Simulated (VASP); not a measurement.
The system is HfO2.

```
Hf O
1.0
     0.00000    2.50529    2.50529
     2.50529    0.00000    2.50529
     2.50529    2.50529    0.00000
Hf O
1 2
Direct
  0.00000 0.00000 0.00000
  0.75000 0.75000 0.75000
  0.25000 0.25000 0.25000
```

This cell differs from its parent crystal: volume scaled by 0.94.

Base run:

* Program: VASP 6.6.1
* Functional: PBE
* Potentials or basis: VASP PAW PBE potentials, release 64 (Hf_pv, O)
* Cutoff: 520 eV
* k mesh: 9 × 9 × 9
* Occupations: fermi-dirac, width 0.05 eV
* Spin: no spin polarisation

Its results: band gap on the k mesh 4.01 eV, indirect (least direct gap 4.13 eV); pressure 10.0 GPa.

**Question.** The run is repeated on the same cell with these changes: functional from PBE to r2SCAN. What comes out?

**Answer.** Band gap on the k mesh 4.52 eV, indirect (least direct gap 4.63 eV); pressure 3.9 GPa.

r2SCAN gives the wider gap, since meta-GGAs in the generalised Kohn-Sham scheme recover part of the derivative discontinuity.

Caveats: spin-orbit coupling is left out, which moves the levels of the heavy elements; the PAW data sets were made with another functional, which shifts forces and pressure a little (some runs).

A k mesh can miss the band edges.
